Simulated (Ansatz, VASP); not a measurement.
One calculation of MgO, two programs

```
Mg O
1.0
     0.00000    2.13206    2.13206
     2.13206    0.00000    2.13206
     2.13206    2.13206    0.00000
Mg O
1 1
Direct
  0.00000 0.00000 0.00000
  0.50000 0.50000 0.50000
```

Alike in both runs: task single point; functional HSE06; k mesh 4 × 4 × 4; occupations fermi-dirac, width 0.05 eV; no spin polarisation.

|  | VASP | Ansatz |
| --- | --- | --- |
| version | VASP 6.6.1 | Ansatz 0.2.0 development build |
| potentials or method | VASP PAW PBE potentials, release 64 (Mg, O) | plane waves, PAW datasets (generated soft set 1) |
| plane-wave cutoff (eV) | 520 | 420 |
| valence electrons in the cell | 8 | 16 |

```csv
,VASP,Ansatz,Ansatz less VASP
gap on the k mesh at the Fermi level (eV),6.07,6.11,+0.043
```

VASP's potentials hold 8 valence electrons a cell and Ansatz's 16, so a difference there can come from the potentials and not from the codes. Ansatz's warnings: stress exchange threshold loose, stress scf threshold loose.

The k mesh is coarse, so the values compare programs but aren't converged.
